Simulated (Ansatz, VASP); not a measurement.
**One calculation of HC12, two programs**

The input INCAR:

```
SYSTEM = HC12
ALGO = Normal
DIPOL = 0.5 0.5 0.302
EDIFF = 1E-7
ENCUT = 520
GGA = CA
IDIPOL = 3
ISIF = 2
ISMEAR = 0
LASPH = .TRUE.
LCHARG = .FALSE.
LDIPOL = .TRUE.
LREAL = Auto
LWAVE = .FALSE.
NBANDS = 68
NELM = 100
PREC = Accurate
SIGMA = 0.05
```

File KPOINTS:

```
k-points
0
G
  6 4 1
  0 0 0
```

The input POSCAR:

```
HC12
1.0
    4.8892663280      0.0000000000      0.0000000000
   -2.4446331640      6.7739291692      0.0000000000
    0.0000000000      0.0000000000     22.7684096771
C H
24 2
Direct
    0.4020794403      0.3041588806      0.1756820110
    0.4020794403      0.8041588805      0.1756820110
    0.9020794403      0.3041588806      0.1756820110
    0.9020794403      0.8041588805      0.1756820110
    0.1630408159      0.3260816317      0.2059829668
    0.1630408159      0.8260816317      0.2059829668
    0.6630408159      0.3260816317      0.2059829668
    0.6630408159      0.8260816317      0.2059829668
    0.1846395683      0.3692791367      0.2666259491
    0.1846395683      0.8692791367      0.2666259491
    0.6846395683      0.3692791367      0.2666259491
    0.6846395683      0.8692791367      0.2666259491
    0.4461625696      0.3923265051      0.2960492075
    0.4461625696      0.8923265051      0.2960492075
    0.9461625696      0.3923265051      0.2960492075
    0.9461625696      0.8923265051      0.2960492075
    0.4715644646      0.4431294558      0.3591099590
    0.4715644646      0.9431294558      0.3591099590
    0.9715644646      0.4431294558      0.3591099590
    0.9715644646      0.9431294558      0.3591099590
    0.2327030006      0.4654044969      0.3851129614
    0.2327030006      0.9654044969      0.3851129614
    0.7327030006      0.4654044969      0.3851129614
    0.7327030006      0.9654044969      0.3851129614
    0.2327030006      0.9133323862      0.5432267713
    0.2327030006      1.0174766075      0.5432267713
```

Input for Ansatz:

```yaml
crystal:
  lattice:
    - [4.889266328, 0.0, 0.0]
    - [-2.444633164, 6.7739291692, 0.0]
    - [0.0, 0.0, 22.7684096771]
  atoms:
    - { symbol: C, position: [0.4020794403, 0.3041588806, 0.175682011] }
    - { symbol: C, position: [0.4020794403, 0.8041588805, 0.175682011] }
    - { symbol: C, position: [0.9020794403, 0.3041588806, 0.175682011] }
    - { symbol: C, position: [0.9020794403, 0.8041588805, 0.175682011] }
    - { symbol: C, position: [0.1630408159, 0.3260816317, 0.2059829668] }
    - { symbol: C, position: [0.1630408159, 0.8260816317, 0.2059829668] }
    - { symbol: C, position: [0.6630408159, 0.3260816317, 0.2059829668] }
    - { symbol: C, position: [0.6630408159, 0.8260816317, 0.2059829668] }
    - { symbol: C, position: [0.1846395683, 0.3692791367, 0.2666259491] }
    - { symbol: C, position: [0.1846395683, 0.8692791367, 0.2666259491] }
    - { symbol: C, position: [0.6846395683, 0.3692791367, 0.2666259491] }
    - { symbol: C, position: [0.6846395683, 0.8692791367, 0.2666259491] }
    - { symbol: C, position: [0.4461625696, 0.3923265051, 0.2960492075] }
    - { symbol: C, position: [0.4461625696, 0.8923265051, 0.2960492075] }
    - { symbol: C, position: [0.9461625696, 0.3923265051, 0.2960492075] }
    - { symbol: C, position: [0.9461625696, 0.8923265051, 0.2960492075] }
    - { symbol: C, position: [0.4715644646, 0.4431294558, 0.359109959] }
    - { symbol: C, position: [0.4715644646, 0.9431294558, 0.359109959] }
    - { symbol: C, position: [0.9715644646, 0.4431294558, 0.359109959] }
    - { symbol: C, position: [0.9715644646, 0.9431294558, 0.359109959] }
    - { symbol: C, position: [0.2327030006, 0.4654044969, 0.3851129614] }
    - { symbol: C, position: [0.2327030006, 0.9654044969, 0.3851129614] }
    - { symbol: C, position: [0.7327030006, 0.4654044969, 0.3851129614] }
    - { symbol: C, position: [0.7327030006, 0.9654044969, 0.3851129614] }
    - { symbol: H, position: [0.2327030006, 0.9133323862, 0.5432267713] }
    - { symbol: H, position: [0.2327030006, 1.0174766075, 0.5432267713] }
basis:
  ecutwfc: 420
kpoints:
  mp_grid: { grid: [6, 4, 1] }
hamiltonian:
  xc: lda
  pseudopotentials: { kind: paw, azcp: { folder: soft_1 } }
scf:
  occupations: { method: gaussian, width: 0.05 }
output:
  forces: true
  eigenvalues: true
efield:
  axis: 3
  dipole_correction: true
  ramp_width: 0.04
```

Alike in both runs: task single point; functional LDA; k mesh 6 × 4 × 1; occupations gaussian, width 0.05 eV; no spin polarisation.

```csv
,VASP,Ansatz
version,VASP 6.6.1,Ansatz 0.2.0
potentials or method,"VASP PAW LDA potentials, release 64 (C, H), cutoff 520 eV","scalar-relativistic, plane waves, PAW"
valence electrons in the cell,98,98
```

VASP gave:

| Property | Result |
| --- | --- |
| gap on the k mesh at the Fermi level (eV) | none |
| rms of the force components (eV/Å) | 0.978 |

Q: Estimate Ansatz's values.

A: gap on the k mesh at the Fermi level (eV): none; rms of the force components (eV/Å): 0.983.

Ansatz warns that its potentials were made for another functional, while VASP's fit it. LDA's correlation is that of Perdew and Zunger in VASP and of Perdew and Wang (1992) in Ansatz. Atom by atom the forces differ by 0.022 eV/Å (rms over components). A gap of «none» marks a metal or a gap that the smearing closes.
